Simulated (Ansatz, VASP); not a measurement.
One calculation of Rh, two programs

Contents of INCAR:

```
SYSTEM = Rh
  ALGO = Normal
  EDIFF = 1E-7
  ENCUT = 520
  GGA = RP
  ISIF = 2
  ISMEAR = -1
  LASPH = .TRUE.
  LCHARG = .FALSE.
  LREAL = .FALSE.
  LWAVE = .FALSE.
  NBANDS = 22
  NELM = 80
  PREC = Accurate
  SIGMA = 0.1
```

The input KPOINTS:

```
k-points
0
G
  14 14 13
  0 0 0
```

File POSCAR:

```
Rh
1.0
   -2.6196646025      3.0142484929      1.2858765590
    3.0142484929     -2.6196646025      1.2858765590
    1.8345311893      1.8345311893     -0.5631954411
Rh
2
Direct
    0.0102247971      0.9897752029      0.0000000000
    0.7397752029      0.2602247971      0.5000000000
```

Input for Ansatz:

```yaml
crystal:
  lattice:
    - [-2.6196646025, 3.0142484929, 1.285876559]
    - [3.0142484929, -2.6196646025, 1.285876559]
    - [1.8345311893, 1.8345311893, -0.5631954411]
  atoms:
    - { symbol: Rh, position: [0.0102247971, 0.9897752029, 0.0] }
    - { symbol: Rh, position: [0.7397752029, 0.2602247971, 0.5] }
hamiltonian:
  xc: rpbe
  pseudopotentials:
    kind: paw
    azcp:
      Rh: "pseudopotentials/Rh.paw.azcp"
basis:
  ecutwfc: 420
  fft_grid_basis: typed
kpoints:
  mp_grid: { grid: [14, 14, 13], shift: [0, 0, 0] }
magnetization:
  spin_polarized: false
scf:
  occupations: { method: fermi_dirac, width: 0.1 }
  lower_state_search: "off"
output:
  stress: true
```

Alike in both runs: task single point; functional RPBE; k mesh 14 × 14 × 13; occupations fermi-dirac, width 0.1 eV; no spin polarisation.

|  | VASP | Ansatz |
| --- | --- | --- |
| version | VASP 6.6.1 | Ansatz 0.2.0 |
| potentials or method | VASP PAW PBE potentials, release 64 (Rh_pv), cutoff 520 eV | plane waves (420 eV) with PAW, scalar-relativistic |
| valence electrons in the cell | 30 | 34 |

```tsv
	VASP	Ansatz	Ansatz less VASP
pressure (GPa)	21.9	21.7	-0.16
traceless stress, the component that is largest in VASP (GPa)	-2.33	-2.29	+0.040
```

VASP's potentials were made for PBE, not for RPBE. With one functional, cell and mesh, what is left measures potentials, basis and numerics. VASP's potentials hold 30 valence electrons a cell and Ansatz's 34, so a difference there can come from the potentials and not from the codes.
